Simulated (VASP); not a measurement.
# Si4W2Cl in VASP: notebook

Si4W2Cl is run at these levels: PBE; tasks: single point.

Program: VASP 6.6.1. These are calculated values, not measurements. Logs are shortened: lines on timing, memory, paths and dates and some standing lists are left out, and cuts for length are marked.

### 1 The cell of the first run

The cell holds a slab with vacuum, 7 atoms: a = 3.229 Å, b = 3.229 Å, c = 21.937 Å, α = 90.00°, β = 90.00°, γ = 90.00°.

### 2 Single point, PBE

File INCAR:

```
PREC = Accurate
ENCUT = 520
EDIFF = 1E-7
ISMEAR = 0
SIGMA = 0.1
LREAL = False
LASPH = True
NELM = 60
ALGO = Normal
ISIF = 2
LWAVE = False
LCHARG = True
LDIPOL = True
IDIPOL = 3
DIPOL = 0.5 0.5 0.363
GGA = PE
LELF = True
LVHAR = True
LVACPOTAV = True
NBANDS = 34
```

File KPOINTS:

```
regular mesh
0
Gamma
  8 8 1
```

File POSCAR:

```
Si4W2Cl
1.0
    3.2292919632      0.0000000000      0.0000000000
    0.0000000000      3.2292919632      0.0000000000
    0.0000000000      0.0000000000     21.9372962356
Si W Cl
4 2 1
Direct
    0.0000000000      0.0000000000      0.1823378760
    0.0000000000      0.0000000000      0.3009901015
    0.5000000000      0.5000000000      0.3590107492
    0.5000000000      0.5000000000      0.4757786066
    0.5000000000      0.5000000000      0.2416639887
    0.0000000000      0.0000000000      0.4178382292
    0.6250000000      0.7500000000      0.5639798053
```

Potentials or basis: VASP PAW PBE potentials, release 64 (Si, W_sv, Cl).

On the command line:

```bash
cat potpaw_PBE.64/Si/POTCAR potpaw_PBE.64/W_sv/POTCAR potpaw_PBE.64/Cl/POTCAR > POTCAR
mpirun -np 1 vasp_std > vasp.out
```

OUTCAR:

```text
PREC = Accurate
   ENCUT = 520
   EDIFF = 1E-7
   ISMEAR = 0
   LREAL = False
   LASPH = True
   NELM = 60
   ISIF = 2
   GGA = PE

 ion  position               nearest neighbor table
   1  0.000  0.000  0.182-   2 2.60   5 2.63   5 2.63   5 2.63   5 2.63
   2  0.000  0.000  0.301-   6 2.56   1 2.60   3 2.61   3 2.61   3 2.61   3 2.61   5 2.63   5 2.63
                             5 2.63   5 2.63
   3  0.500  0.500  0.359-   4 2.56   5 2.57   2 2.61   2 2.61   2 2.61   2 2.61   6 2.62   6 2.62
                             6 2.62   6 2.62
   4  0.500  0.500  0.476-   7 2.14   3 2.56   6 2.61   6 2.61   6 2.61   6 2.61
   5  0.500  0.500  0.242-   3 2.57   1 2.63   1 2.63   1 2.63   1 2.63   2 2.63   2 2.63   2 2.63
                             2 2.63
   6  0.000  0.000  0.418-   2 2.56   4 2.61   4 2.61   4 2.61   4 2.61   3 2.62   3 2.62   3 2.62
                             3 2.62
   7  0.625  0.750  0.564-   4 2.14

  LATTYP: Found a simple tetragonal cell.
 ALAT       =     3.2292919632
 C/A-ratio  =     6.7932216986

  Lattice vectors:

 A1 = (   3.2292919632,   0.0000000000,   0.0000000000)
 A2 = (   0.0000000000,   3.2292919632,   0.0000000000)
 A3 = (   0.0000000000,   0.0000000000,  21.9372962356)

Analysis of symmetry for initial positions (statically):
=====================================================================
 Subroutine PRICEL returns:
 Original cell was already a primitive cell.

 Routine SETGRP: Setting up the symmetry group for a
 simple tetragonal supercell.

 Subroutine GETGRP returns: Found  1 space group operations
 (whereof  1 operations were pure point group operations)
 out of a pool of 16 trial point group operations.

The static configuration has the point symmetry C_1 .

Analysis of symmetry for dynamics (positions and initial velocities):
=====================================================================
 Subroutine PRICEL returns:
 Original cell was already a primitive cell.

 Routine SETGRP: Setting up the symmetry group for a
 simple tetragonal supercell.

 Subroutine GETGRP returns: Found  1 space group operations
 (whereof  1 operations were pure point group operations)
 out of a pool of 16 trial point group operations.

The dynamic configuration has the point symmetry C_1 .

 Subroutine INISYM returns: Found  1 space group operations
 (whereof  1 operations are pure point group operations),
 and found     1 'primitive' translations

----------------------------------------------------------------------------------------

                                     Primitive cell

  volume of cell :     228.7693

  direct lattice vectors                    reciprocal lattice vectors
     3.229291963  0.000000000  0.000000000     0.309665404  0.000000000  0.000000000
     0.000000000  3.229291963  0.000000000     0.000000000  0.309665404  0.000000000
     0.000000000  0.000000000 21.937296236     0.000000000  0.000000000  0.045584469

  length of vectors
     3.229291963  3.229291963 21.937296236     0.309665404  0.309665404  0.045584469

  position of ions in fractional coordinates (direct lattice)
     0.000000000  0.000000000  0.182337876
     0.000000000  0.000000000  0.300990101
     0.500000000  0.500000000  0.359010749
     0.500000000  0.500000000  0.475778607
     0.500000000  0.500000000  0.241663989
     0.000000000  0.000000000  0.417838229
     0.625000000  0.750000000  0.563979805

  ion indices of the primitive-cell ions
   primitive index   ion index
                 1           1
                 2           2
                 3           3
                 4           4
                 5           5
                 6           6
                 7           7

----------------------------------------------------------------------------------------

 KPOINTS: regular mesh

Automatic generation of k-mesh.
 Grid dimensions read from file:
 generate k-points for:    8    8    1

 Generating k-lattice:

  Cartesian coordinates                     Fractional coordinates (reciprocal lattice)
     0.038708175  0.000000000  0.000000000     0.125000000  0.000000000  0.000000000
     0.000000000  0.038708175  0.000000000     0.000000000  0.125000000  0.000000000
     0.000000000  0.000000000  0.045584469     0.000000000  0.000000000  1.000000000

  Length of vectors
     0.038708175  0.038708175  0.045584469

  Shift w.r.t. Gamma in fractional coordinates (k-lattice)
     0.000000000  0.000000000  0.000000000

 Subroutine IBZKPT returns following result:
 ===========================================

 Found     34 irreducible k-points:

 Following reciprocal coordinates:
            Coordinates               Weight
  0.000000  0.000000  0.000000      1.000000
  0.125000  0.000000  0.000000      2.000000
  0.000000  0.125000  0.000000      2.000000
  0.250000  0.000000  0.000000      2.000000
  0.000000  0.250000  0.000000      2.000000
  0.375000  0.000000  0.000000      2.000000
[... 16 lines left out ...]
 -0.250000  0.250000  0.000000      2.000000
  0.375000  0.250000  0.000000      2.000000
 [... further k-points ...]
   k-points           NKPTS =     34   k-points in BZ     NKDIM =     34   number of bands    NBANDS=     34
   number of dos      NEDOS =    301   number of ions     NIONS =      7
   total plane-waves  NPLWV =  96768
   dimension x,y,z NGX =    24 NGY =   24 NGZ =  168
   dimension x,y,z NGXF=    48 NGYF=   48 NGZF=  336
   ions per type =               4   2   1
   NGX,Y,Z   is equivalent  to a cutoff of  12.36, 12.36, 12.73 a.u.
   NGXF,Y,Z  is equivalent  to a cutoff of  24.71, 24.71, 25.46 a.u.
 SYSTEM =  unknown system
   PREC   = accura    normal or accurate (medium, high low for compatibility)
   ISTART =      0    job   : 0-new  1-cont  2-samecut
   ICHARG =      2    charge: 1-file 2-atom 10-const
   ISPIN  =      1    spin polarized calculation?
   LNONCOLLINEAR =      F non collinear calculations
   LSORBIT =      F    spin-orbit coupling
   LASPH  =      T    aspherical Exc in radial PAW
   ENCUT  =  520.0 eV  38.22 Ry    6.18 a.u.   6.00  6.00 40.79*2*pi/ulx,y,z
   NELM   =     60;   NELMIN=  2; NELMDL= -5     # of ELM steps
   EDIFF  = 0.1E-06   stopping-criterion for ELM
   LREAL  =      F    real-space projection
   EDIFFG = 0.1E-05   stopping-criterion for IOM
   NSW    =      0    number of steps for IOM
   IBRION =     -1    ionic relax: 0-MD 1-quasi-New 2-CG
   NFREE  =      0    steps in history (QN), initial steepest desc. (CG)
   ISIF   =      2    stress and relaxation
   ISYM   =      2    0-nonsym 1-usesym 2-fastsym
   POTIM  = 0.5000    time-step for ionic-motion
   TEBEG  =    0.0;   TEEND  =   0.0 temperature during run
   PSTRESS=    0.0 pullay stress
   NELECT =      51.0000    total number of electrons
   NUPDOWN=      -1.0000    fix difference up-down
   EMIN   =  10.00;   EMAX   =-10.00  energy-range for DOS
   EFERMI =   0.00;   METHOD = LEGACY
   ISMEAR =     0;   SIGMA  =   0.10  broadening in eV -4-tet -1-fermi 0-gaus
   EFERMI_NEDOS =   21; number of points for ismear=-14 and -15
   IALGO  =     38    algorithm
   IMIX   =      4    mixing-type and parameters
     AMIX     =   0.40;   BMIX     =  1.00
     AMIX_MAG =   1.60;   BMIX_MAG =  1.00
  volume/ion in A,a.u.               =      32.68       220.54
  Fermi-wavevector in a.u.,A,eV,Ry     =   0.992656  1.875849 13.406730  0.985367
  Thomas-Fermi vector in A             =   2.124484
   LORBIT       =      0    0 simple, 1 ext, 2 COOP (PROOUT), +10 PAW based schemes
   GGA     = PE    functional components
   LHFCALC =     F    Hartree Fock is set to
   AEXX    =    0.0000 exact exchange contribution
   IVDW    =     0    specifies the selected vdW correction
   LEPSILON=     F    determine dielectric tensor
   LRPA    =     F    only Hartree local field effects (RPA)
 non-spin polarized calculation
 Gauss-broadening in eV      SIGMA  =   0.10
  energy-cutoff  :      520.00
  volume of cell :      228.77
 maximum number of plane-waves:      6214
   NGX = 13   NGY = 13   NGZ = 81

 dipolmoment           0.000000      0.000000     -0.271266 electrons x Angstroem

 number of electron      51.0000000 magnetization

 dipolmoment           0.000000      0.000000      0.059321 electrons x Angstroem

 Free energy of the ion-electron system (eV)
  ---------------------------------------------------
  ext. energy  EPLUGINS =         0.00000000
  ---------------------------------------------------
  free energy    TOTEN  =       -49.88657671 eV

  energy without entropy =      -49.86070662  energy(sigma->0) =      -49.87364166

 E-fermi :   1.8551     XC(G=0):  -6.1342

 val. band max:        1.8512014070   @ k =   0.0000   0.3750   0.0000
 cond. band min:       1.8683907070   @ k =   0.2500   0.3750   0.0000
 fundamental gap:      0.0171893000
 Fermi energy:         1.8551183463

 k-point     1 :       0.0000    0.0000    0.0000
  band No.  band energies     occupation
      1     -72.0171      2.00000
      2     -71.8893      2.00000
      3     -36.2688      2.00000
      4     -36.2428      2.00000
      5     -36.2330      2.00000
      6     -36.1426      2.00000
[... 26 lines left out ...]
     33       5.8465      0.00000
     34       6.1667      0.00000

 k-point     2 :       0.1250    0.0000    0.0000
  band No.  band energies     occupation
      1     -72.0161      2.00000
      2     -71.8883      2.00000
      3     -36.2671      2.00000
      4     -36.2619      2.00000
      5     -36.2395      2.00000
      6     -36.1393      2.00000
[... 26 lines left out ...]
     33       6.1965      0.00000
     34       6.2162      0.00000

 k-point     3 :       0.0000    0.1250    0.0000
  band No.  band energies     occupation
      1     -72.0161      2.00000
      2     -71.8883      2.00000
      3     -36.2735      2.00000
      4     -36.2648      2.00000
      5     -36.2303      2.00000
      6     -36.1393      2.00000
[... 26 lines left out ...]
     33       6.1464      0.00000
     34       6.2182      0.00000
[... 704 lines left out ...]
 k-point    23 :      -0.2500    0.2500    0.0000
  band No.  band energies     occupation
      1     -72.0102      2.00000
      2     -71.8824      2.00000
      3     -36.3336      2.00000
      4     -36.3239      2.00000
      5     -36.2456      2.00000
      6     -36.1945      2.00000
[... 26 lines left out ...]
     33       6.0544      0.00000
     34       6.5291      0.00000

 k-point    24 :       0.3750    0.2500    0.0000
  band No.  band energies     occupation
      1     -72.0078      2.00000
      2     -71.8800      2.00000
      3     -36.3942      2.00000
      4     -36.3246      2.00000
      5     -36.2603      2.00000
      6     -36.2377      2.00000
[... 26 lines left out ...]
     33       5.8285      0.00000
     34       6.4811      0.00000

 [... further k-points ...]
[... 5 lines left out ...]
  --------------------------------------------------------------------------------------
  -------------------------------------------------------------------------------------
  Total       -0.0911213     -0.5375234      0.2967183     -0.4154048     -1.6317942     -0.7310652
  in kB       -0.6381645     -3.7645251      2.0780556     -2.9092724    -11.4282106     -5.1199885
  external PRESSURE =      -0.7748780 kB  Pullay stress =       0.0000000 kB

 VOLUME and BASIS-vectors are now :
 -----------------------------------------------------------------------------
  energy-cutoff  :      520.00
  volume of cell :      228.77
      direct lattice vectors                 reciprocal lattice vectors
     3.229291963  0.000000000  0.000000000     0.309665404  0.000000000  0.000000000
     0.000000000  3.229291963  0.000000000     0.000000000  0.309665404  0.000000000
     0.000000000  0.000000000 21.937296236     0.000000000  0.000000000  0.045584469

 POSITION                                       TOTAL-FORCE (eV/Angst)
 -----------------------------------------------------------------------------------
      0.00000      0.00000      4.00000        -0.003856     -0.003277      0.455407
      0.00000      0.00000      6.60291         0.014124      0.014044     -0.567960
      1.61465      1.61465      7.87573        -0.002142      0.003797     -0.410045
      1.61465      1.61465     10.43730         0.171838      0.342572      0.649184
      1.61465      1.61465      5.30145        -0.002692     -0.003101      0.010006
      0.00000      0.00000      9.16624         0.117908      0.287071     -0.111263
      2.01831      2.42197     12.37219        -0.295180     -0.641106     -0.025329
 -----------------------------------------------------------------------------------
    total drift:                               -0.000058     -0.000060     -0.000300

  FREE ENERGIE OF THE ION-ELECTRON SYSTEM (eV)
  ---------------------------------------------------
  free  energy   TOTEN  =       -49.8865767100 eV

  energy  without entropy=      -49.8607066198  energy(sigma->0) =      -49.87364166

 vacuum level on the upper side and lower side of the slab         7.280         6.250
```

It took 4.7 min on 1 thread of Intel Xeon Platinum 8488C (Sapphire Rapids), shared host; peak memory 0.44 GiB.

Results:

```yaml
Free_energy: -49.8866 eV
Largest_force: 0.754 eV/Å
```

Forces in eV/Å, atoms in the order of the input:
```
Si  -0.004 -0.003  0.455
Si   0.014  0.014 -0.568
Si  -0.002  0.004 -0.410
Si   0.172  0.343  0.649
W   -0.003 -0.003  0.010
W    0.118  0.287 -0.111
Cl  -0.295 -0.641 -0.025
```

Caveat: spin-orbit coupling is left out, which moves the levels of the heavy elements; an odd number of electrons without spin polarisation forces a metal; a magnetic or distorted state may lie lower.

### 3 Single point, PBE

File INCAR:

```
  PREC = Accurate
  ENCUT = 520
  EDIFF = 1E-7
  ISMEAR = 0
  SIGMA = 0.1
  LREAL = F
  LASPH = T
  NELM = 100
  ALGO = Normal
  ISIF = 2
  LWAVE = F
  LCHARG = T
  LDIPOL = T
  IDIPOL = 3
  DIPOL = 0.5 0.5 0.362
  GGA = PE
  LELF = T
  LVHAR = T
  LVACPOTAV = T
  NBANDS = 34
```

File KPOINTS:

```
Automatic mesh
0
Gamma
  8 8 1
```

Edit POSCAR of step 2 so:

```diff
@@ -14,2 +14,2 @@
     0.0000000000      0.0000000000      0.4178382292
-    0.6250000000      0.7500000000      0.5639798053
+    0.7500000000      0.8750000000      0.5570438205
```

Potentials or basis: VASP PAW PBE potentials, release 64 (Si, W_sv, Cl).

On the command line:

```bash
cat potpaw_PBE.64/Si/POTCAR potpaw_PBE.64/W_sv/POTCAR potpaw_PBE.64/Cl/POTCAR > POTCAR
mpirun -np 1 vasp_std > vasp.out
```

It took 4.1 min on 1 thread of Intel Xeon Platinum 8488C (Sapphire Rapids), shared host; peak memory 0.44 GiB.

Results (log left out):

```yaml
Free_energy: -49.5165 eV
Largest_force: 0.664 eV/Å
```

Forces on the atoms (eV/Å):
```
Si  -0.023 -0.012  0.462
Si   0.028  0.010 -0.557
Si  -0.027  0.000 -0.459
Si   0.280  0.330  0.504
W    0.026  0.013  0.043
W    0.022  0.124  0.001
Cl  -0.305 -0.466  0.005
```

Levels at points of the mesh, in eV from the Fermi level:
| k point | band 23 | band 24 | band 25 | band 26 | band 27 | band 28 | band 29 | band 30 |
| --- | --- | --- | --- | --- | --- | --- | --- | --- |
| (0.00, 0.00, 0.00) | -0.66 | -0.59 | 0.67 | 0.71 | 0.86 | 0.95 | 0.97 | 2.28 |
| (0.50, 0.00, 0.00) | -1.93 | -0.79 | -0.29 | -0.23 | -0.10 | 1.91 | 2.70 | 2.87 |
| (0.00, 0.50, 0.00) | -1.93 | -0.52 | -0.28 | -0.10 | -0.03 | 1.61 | 2.69 | 2.87 |
| (0.50, 0.50, 0.00) | -2.04 | -1.98 | -1.84 | -0.98 | 1.13 | 1.39 | 2.95 | 3.14 |

Caveat: spin-orbit coupling is left out, which moves the levels of the heavy elements; an odd number of electrons without spin polarisation forces a metal; a magnetic or distorted state may lie lower.

### 4 Single point, PBE

File INCAR:

```
ALGO = Normal
DIPOL = 0.5 0.5 0.363
EDIFF = 1E-6
ENCUT = 520
GGA = PE
IDIPOL = 3
ISIF = 2
ISMEAR = 0
LASPH = True
LCHARG = True
LDIPOL = True
LELF = True
LREAL = False
LVACPOTAV = True
LVHAR = True
LWAVE = False
NBANDS = 34
NELM = 100
PREC = Accurate
SIGMA = 0.1
```

File KPOINTS:

```
k-points
0
Gamma
  8 8 1
```

Edit POSCAR of step 3 so:

```diff
@@ -14,2 +14,2 @@
     0.0000000000      0.0000000000      0.4178382292
-    0.7500000000      0.8750000000      0.5570438205
+    0.6250000000      0.8750000000      0.5605759033
```

On the command line:

```bash
cat potpaw_PBE.64/Si/POTCAR potpaw_PBE.64/W_sv/POTCAR potpaw_PBE.64/Cl/POTCAR > POTCAR
mpirun -np 1 vasp_std > vasp.out
```

It took 4.2 min on 1 thread of Intel Xeon Platinum 8488C (Sapphire Rapids), shared host; peak memory 0.42 GiB.

Results (log left out):

```
Free energy   : -49.6181 eV
Largest force : 0.841 eV/Å
```

Forces in eV/Å, atoms in the order of the input:
```
Si  -0.011 -0.009  0.471
Si   0.021  0.005 -0.561
Si  -0.015  0.007 -0.446
Si   0.177  0.376  0.731
W    0.006  0.006  0.025
W    0.008  0.226 -0.210
Cl  -0.187 -0.611 -0.010
```

Levels at points of the mesh, in eV from the Fermi level:
```csv
k point,band 21,band 22,band 23,band 24,band 25,band 26,band 27,band 28,band 29,band 30
"(0.00, 0.00, 0.00)",-2.15,-1.82,-0.65,-0.59,0.70,0.71,0.89,0.94,0.95,2.37
"(0.50, 0.00, 0.00)",-2.42,-2.19,-1.94,-1.27,-0.29,-0.27,-0.11,2.14,2.71,2.86
"(0.00, 0.50, 0.00)",-2.42,-1.94,-1.84,-0.58,-0.25,-0.12,-0.11,1.62,2.69,2.86
"(0.50, 0.50, 0.00)",-3.48,-2.40,-2.08,-1.99,-1.75,-0.75,1.11,1.34,2.96,3.12
```

Caveat: spin-orbit coupling is left out, which moves the levels of the heavy elements; an odd number of electrons without spin polarisation forces a metal; a magnetic or distorted state may lie lower.
